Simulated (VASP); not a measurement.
Here is a VASP 6.6.1 calculation.

INCAR

```
SYSTEM = BeAl2H2C
PREC = Accurate
ENCUT = 520
EDIFF = 1E-6
ISMEAR = 0
SIGMA = 0.1
LREAL = .False.
LASPH = .True.
NELM = 100
ALGO = Normal
ISIF = 2
LWAVE = .False.
LCHARG = .False.
GGA = PE
NBANDS = 16
```

The input KPOINTS:

```
Automatic mesh
0
Gamma
  6 6 4
  0 0 0
```

The input POSCAR:

```
BeAl2H2C
1.0
    3.2771144178      0.0000000000      0.0000000000
    0.0000000000      3.2771144178      0.0000000000
    0.0000000000      0.0000000000      4.8506928408
Be Al H C
1 2 2 1
Direct
    0.0000000000      0.0000000000      0.0000000000
    0.5000000000      0.5000000000      0.2638989920
    0.5000000000      0.5000000000      0.7361010080
    0.0000000000      0.5000000000      0.0000000000
    0.5000000000      0.0000000000      0.0000000000
    0.0000000000      0.0000000000      0.5000000000
```

Potentials or basis: VASP PAW PBE potentials, release 64 (Be, Al, H, C).

Run with:

```bash
$ cat potpaw_PBE.64/Be/POTCAR potpaw_PBE.64/Al/POTCAR potpaw_PBE.64/H/POTCAR potpaw_PBE.64/C/POTCAR > POTCAR
$ mpirun -np 1 vasp_std > vasp.out
```

(1) What does it give for the band gap on the k mesh?

(2) Estimate the pressure.

Answers

(1) zero (band 7 reaches 8.98 eV, above the bottom of band 8 at 4.10 eV).

(2) -0.3 GPa.
